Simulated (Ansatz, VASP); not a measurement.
**Cu: VASP beside Ansatz**

Contents of POSCAR:

```
Cu
1.0
    0.0000000000      1.8075000000      1.8075000000
    1.8075000000      0.0000000000      1.8075000000
    1.8075000000      1.8075000000      0.0000000000
Cu
1
Direct
    0.0000000000      0.0000000000      0.0000000000
```

The input INCAR.step1:

```
PREC     = Accurate       # precision mode
ENCUT    = 770            # plane-wave cutoff, eV
ISMEAR   = 0              # smearing method
SIGMA    = 0.1            # smearing width, eV
LREAL    = F              # projectors in reciprocal space
LASPH    = T              # aspherical terms in the spheres
NELM     = 120            # most SCF steps
NBANDS   = 16             # bands
GGA      = PE             # functional
ALGO     = Normal         # electronic algorithm
EDIFF    = 1E-5           # SCF threshold, eV
LWAVE    = T              # write WAVECAR
LCHARG   = F              # write CHGCAR
GGA_COMPAT= F
```

Contents of INCAR.step2:

```
PREC     = Accurate       # precision mode
ENCUT    = 770            # plane-wave cutoff, eV
EDIFF    = 1E-6           # SCF threshold, eV
ISMEAR   = 0              # smearing method
SIGMA    = 0.1            # smearing width, eV
LREAL    = F              # projectors in reciprocal space
LASPH    = T              # aspherical terms in the spheres
NELM     = 120            # most SCF steps
ALGO     = Normal         # electronic algorithm
ISIF     = 2              # what is computed and relaxed
LWAVE    = F              # write WAVECAR
LCHARG   = T              # write CHGCAR
METAGGA  = R2SCAN         # meta-GGA
LMIXTAU  = T            
LUSE_VDW = T            
IVDW_NL  = 2            
BPARAM   = 11.95        
CPARAM   = 0.0093       
LELF     = T              # ELF
LVHAR    = T            
NBANDS   = 16             # bands
ISTART   = 1            
GGA_COMPAT= F
```

Contents of KPOINTS:

```
Automatic mesh
0
Gamma
  8 8 8
```

Input for Ansatz:

```yaml
crystal:
  lattice:
    - [0.0, 1.8075, 1.8075]
    - [1.8075, 0.0, 1.8075]
    - [1.8075, 1.8075, 0.0]
  atoms:
    - { symbol: Cu, position: [0.0, 0.0, 0.0] }
basis:
  ecutwfc: 500
kpoints:
  mp_grid: { grid: [8, 8, 8] }
hamiltonian:
  xc: r2scan
  dispersion: rvv10
  pseudopotentials: { kind: paw }
scf:
  occupations: { method: gaussian, width: 0.1 }
output:
  forces: true
  stress: true
  eigenvalues: true
```

Alike in both runs: task single point; functional r2SCAN; dispersion rVV10; k mesh 8 × 8 × 8; occupations gaussian, width 0.1 eV; no spin polarisation.

|  | VASP | Ansatz |
| --- | --- | --- |
| version | VASP 6.6.1 | Ansatz 0.2.0 |
| potentials or method | VASP PAW PBE potentials, release 64 (Cu_sv_GW), cutoff 770 eV | scalar-relativistic, plane waves, PAW |
| valence electrons in the cell | 19 | 19 |

```tsv
	VASP	Ansatz	Ansatz less VASP
gap on the k mesh at the Fermi level (eV)	none	none	-
pressure (GPa)	-8.8	-6.0	+2.76
```

VASP's potentials were made for PBE, not for r2SCAN. A gap of «none» marks a metal or a gap that the smearing closes.

The k mesh is coarse, so the values compare programs but aren't converged.
